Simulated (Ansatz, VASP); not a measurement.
## One calculation of Nb2Te2S, two programs

```
CELL_PARAMETERS angstrom
3.19044 -5.47543 0.00000
3.19044 5.47543 0.00000
0.00000 0.00000 4.31077
ATOMIC_POSITIONS crystal
Nb 0.81167 0.81167 0.00000
Nb 0.18833 0.18833 0.00000
Te 0.00000 0.50000 0.00000
Te 0.50000 0.00000 0.00000
S 0.00000 0.00000 0.50000
```

Alike in both runs: functional PBE; k mesh 8 × 8 × 8; occupations gaussian, width 0.1 eV; no spin polarisation.

Ansatz relaxed the structure, and its values are those at the end. VASP's run is a single point on that final structure, the one shown.

|  | VASP | Ansatz |
| --- | --- | --- |
| version | VASP 6.6.1 | Ansatz 0.2.0 |
| potentials or method | VASP PAW PBE potentials, release 64 (Nb_sv, Te, S), cutoff 520 eV | scalar-relativistic, plane waves, PAW |
| valence electrons in the cell | 44 | 64 |

|  | VASP | Ansatz | Ansatz less VASP |
| --- | --- | --- | --- |
| gap on the k mesh at the Fermi level (eV) | none | none | - |
| pressure (GPa) | -0.2 | 0.0 | +0.13 |

A gap of «none» marks a metal or a gap that the smearing closes. With one functional, cell and mesh, what is left measures potentials, basis and numerics. VASP's potentials hold 44 valence electrons a cell and Ansatz's 64, so a difference there can come from the potentials and not from the codes.

Neither program's run includes spin-orbit coupling.
